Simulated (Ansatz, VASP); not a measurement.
**One calculation of CuO, two programs**

INCAR

```
SYSTEM = CuO
PREC = Accurate ; ENCUT = 520
EDIFF = 1E-6 ; ISMEAR = 0
SIGMA = 0.1 ; LREAL = .False.
LASPH = .True. ; NELM = 60
ALGO = Normal ; ISIF = 2
LWAVE = .False. ; LCHARG = .False.
GGA = PS ; NBANDS = 25
```

KPOINTS

```
regular mesh
0
Gamma
  1 1 1
  0 0 0
```

POSCAR

```
CuO
1.0
    2.9027900792      0.0128346910     -0.0340833917
    0.0522224784      2.8448878033      0.0026072298
   -0.0435563076      0.0226345624      5.2731527454
Cu O
2 2
Direct
    0.5106995731      0.0053434258      0.4983983317
    0.0537874343      0.4780918003     -0.0097061318
   -0.0431909901      0.9791177467      0.2496237619
    1.0253855975      0.0012663399      0.7685903712
```

Input for Ansatz:

```yaml
crystal:
  lattice:
    - [2.9027900792, 0.012834691, -0.0340833917]
    - [0.0522224784, 2.8448878033, 0.0026072298]
    - [-0.0435563076, 0.0226345624, 5.2731527454]
  atoms:
    - { symbol: Cu, position: [0.5106995731, 0.0053434258, 0.4983983317] }
    - { symbol: Cu, position: [0.0537874343, 0.4780918003, -0.0097061318] }
    - { symbol: O, position: [-0.0431909901, 0.9791177467, 0.2496237619] }
    - { symbol: O, position: [1.0253855975, 0.0012663399, 0.7685903712] }
basis:
  ecutwfc: 420
kpoints:
  mp_grid: { grid: [1, 1, 1] }
hamiltonian:
  xc: pbesol
scf:
  occupations: { method: gaussian, width: 0.1 }
output:
  forces: true
  stress: true
  eigenvalues: true
```

Change from the starting cell: kmesh displaced: [1, 1, 1] Gamma-centred.

Alike in both runs: task single point; functional PBEsol; k mesh 1 × 1 × 1; occupations gaussian, width 0.1 eV; no spin polarisation.

```csv
,VASP,Ansatz
version,VASP 6.6.1,Ansatz 0.2.0
potentials or method,"VASP PAW PBE potentials, release 64 (Cu, O), cutoff 520 eV","scalar-relativistic, plane waves, PAW"
valence electrons in the cell,34,50
```

Ansatz gave:

```
gap on the k mesh at the Fermi level (eV)                     : 0.06
least direct gap on the mesh (eV)                             : 0.06
pressure (GPa)                                                : -3.3
traceless stress, the component that is largest in VASP (GPa) : 15.27
rms of the force components (eV/Å)                            : 1.255
```

Question: Which values does VASP return?

Answer: gap on the k mesh at the Fermi level (eV): 0.06; least direct gap on the mesh (eV): 0.06; pressure (GPa): -3.1; traceless stress, the component that is largest in VASP (GPa): 16.15; rms of the force components (eV/Å): 1.269.

VASP's potentials were made for PBE, not for PBEsol. Atom by atom the forces differ by 0.036 eV/Å (rms over components). VASP's potentials hold 34 valence electrons a cell and Ansatz's 50, so a difference there can come from the potentials and not from the codes.

The k mesh is coarse, so the values compare programs but aren't converged.
